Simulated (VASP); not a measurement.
A run of VASP 6.6.1 is set up as follows.

INCAR

```
SYSTEM = Pd
PREC = Accurate
ENCUT = 520
EDIFF = 1E-7
ISMEAR = 1
SIGMA = 0.1
LREAL = .FALSE.
LASPH = .TRUE.
NELM = 100
ALGO = Normal
ISIF = 2
LWAVE = .FALSE.
LCHARG = .FALSE.
LDIPOL = .TRUE.
IDIPOL = 3
DIPOL = 0.5 0.5 0.500
GGA = PS
NBANDS = 44
```

Contents of KPOINTS:

```
regular mesh
0
G
  14 14 1
  0 0 0
```

Contents of POSCAR:

```
Pd
1.0
    2.7397185240      0.0000000000      0.0000000000
    1.3698592620      2.3726658410      0.0000000000
    0.0000000000      0.0000000000     29.4218248460
Pd
7
Direct
    0.0000000000      0.0000000000      0.2719069956
    0.3333333333      0.3333333333      0.3479379971
    0.6666666667      0.6666666667      0.4239689985
    0.0000000000      0.0000000000      0.5000000000
    0.3333333333      0.3333333333      0.5760310015
    0.6666666667      0.6666666667      0.6520620029
    0.0000000000      0.0000000000      0.7280930044
```

Potentials or basis: VASP PAW PBE potentials, release 64 (Pd).

Launch:

```console
$ cat potpaw_PBE.64/Pd/POTCAR > POTCAR
$ mpirun -np 1 vasp_std > vasp.out
```

**Question.** What does it give for the band gap on the k mesh?

**Answer.** Zero (bands 35 and 36 overlap by 1.00 eV).

**Question.** Estimate the largest force.

**Answer.** 0.094 eV/Å.

Forces on the atoms (eV/Å):
```
Pd   0.000  0.000 -0.050
Pd   0.000  0.000  0.094
Pd   0.000  0.000 -0.006
Pd   0.000  0.000  0.000
Pd   0.000  0.000  0.006
Pd   0.000  0.000 -0.094
Pd   0.000  0.000  0.050
```

Caveat: the PAW data sets were made with another functional, which shifts forces and pressure a little.
